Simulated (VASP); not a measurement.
A run of VASP 6.6.1 is set up as follows.

The input POSCAR:

```
ZnSe
1.0
    3.7796697599      0.0000000000      0.0000000000
   -1.8898348799      3.2732900300      0.0000000000
    0.0000000000      0.0000000000      6.1318974016
Zn Se
2 2
Direct
    0.0000000000      0.0000000000      0.0000000000
    0.0000000000      0.0000000000      0.5000000000
    0.3333333333      0.6666666667      0.2500000000
    0.6666666667      0.3333333333      0.7500000000
```

File INCAR.step1:

```
SYSTEM = ZnSe
PREC     = Accurate       ! precision mode
ENCUT    = 520            ! plane-wave cutoff, eV
EDIFF    = 1E-5           ! SCF threshold, eV
ISMEAR   = -1             ! smearing method
SIGMA    = 0.02           ! smearing width, eV
LREAL    = .FALSE.        ! projectors in reciprocal space
LASPH    = .TRUE.         ! aspherical terms in the spheres
NELM     = 100            ! most SCF steps
ALGO     = Normal         ! electronic algorithm
ISIF     = 2              ! what is computed and relaxed
LWAVE    = .TRUE.         ! write WAVECAR
LCHARG   = .FALSE.        ! write CHGCAR
GGA      = PE             ! functional
NBANDS   = 26             ! bands
```

File INCAR.step2:

```
SYSTEM = ZnSe
PREC     = Accurate       ! precision mode
ENCUT    = 520            ! plane-wave cutoff, eV
EDIFF    = 1E-6           ! SCF threshold, eV
ISMEAR   = -1             ! smearing method
SIGMA    = 0.02           ! smearing width, eV
LREAL    = .FALSE.        ! projectors in reciprocal space
LASPH    = .TRUE.         ! aspherical terms in the spheres
NELM     = 100            ! most SCF steps
ALGO     = Normal         ! electronic algorithm
ISIF     = 2              ! what is computed and relaxed
LWAVE    = .FALSE.        ! write WAVECAR
LCHARG   = .FALSE.        ! write CHGCAR
GGA      = PE             ! functional
LHFCALC  = .TRUE.         ! exact exchange
HFSCREEN = 0.2079         ! screening, 1/A
PRECFOCK = Normal       
ISTART   = 1            
NBANDS   = 26             ! bands
```

Contents of KPOINTS:

```
regular mesh
0
G
  6 6 2
  0 0 0
```

Potentials or basis: VASP PAW PBE potentials, release 64 (Zn, Se).

Launch:

```console
$ cat potpaw_PBE.64/Zn/POTCAR potpaw_PBE.64/Se/POTCAR > POTCAR
$ cp INCAR.step1 INCAR
$ mpirun -np 1 vasp_std > vasp.out
$ cp INCAR.step2 INCAR
$ mpirun -np 1 vasp_std > vasp.out
```

Q: Estimate the pressure.

A: 0.6 GPa.

Q: What does it give for the band gap on the k mesh?

A: 0.46 eV, indirect (least direct gap 1.73 eV).

Stress tensor (GPa, compression positive):
```
0.74 0.00 0.00
0.00 0.74 0.00
0.00 0.00 0.40
```

Caveat: the k points lie up to 0.51 Å⁻¹ apart; the PAW data sets were made with another functional, which shifts forces and pressure a little. A k mesh can miss the band edges.
